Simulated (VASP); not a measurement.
A run of VASP 6.6.1:

File INCAR:

```
PREC     = Accurate       # precision mode
ENCUT    = 520            # plane-wave cutoff, eV
EDIFF    = 1E-8           # SCF threshold, eV
ISMEAR   = 0              # smearing method
SIGMA    = 0.01           # smearing width, eV
LREAL    = F              # projectors in reciprocal space
LASPH    = T              # aspherical terms in the spheres
NELM     = 60             # most SCF steps
ALGO     = Normal         # electronic algorithm
ISIF     = 2              # what is computed and relaxed
LWAVE    = F              # write WAVECAR
LCHARG   = F              # write CHGCAR
GGA      = PS             # functional
IBRION   = 8              # ionic algorithm
NSW      = 1              # ionic steps
```

The input KPOINTS:

```
Automatic mesh
0
Gamma
  10 10 4
```

Contents of POSCAR:

```
BN
1.0
    2.5209379748      0.0000000000      0.0000000000
   -1.2604689874      2.1831963275      0.0000000000
    0.0000000000      0.0000000000      7.0623280113
B N
2 2
Direct
    0.3333333333      0.6666666667      0.2500000000
    0.6666666667      0.3333333333      0.7500000000
    0.3333333333      0.6666666667      0.7500000000
    0.6666666667      0.3333333333      0.2500000000
```

Potentials or basis: VASP PAW PBE potentials, release 64 (B, N).

Run with:

```bash
$ cat potpaw_PBE.64/B/POTCAR potpaw_PBE.64/N/POTCAR > POTCAR
$ mpirun -np 1 vasp_std > vasp.out
```

Hardware: 1 thread of AMD EPYC 9R45 (Zen 5), with other jobs on the host.

How long does it take, and how much memory?

Run time: 3.1 min on 1 thread of AMD EPYC 9R45 (Zen 5), with other jobs on the host, peak memory 0.28 GiB. Counts: scf iterations 71, k points 42.
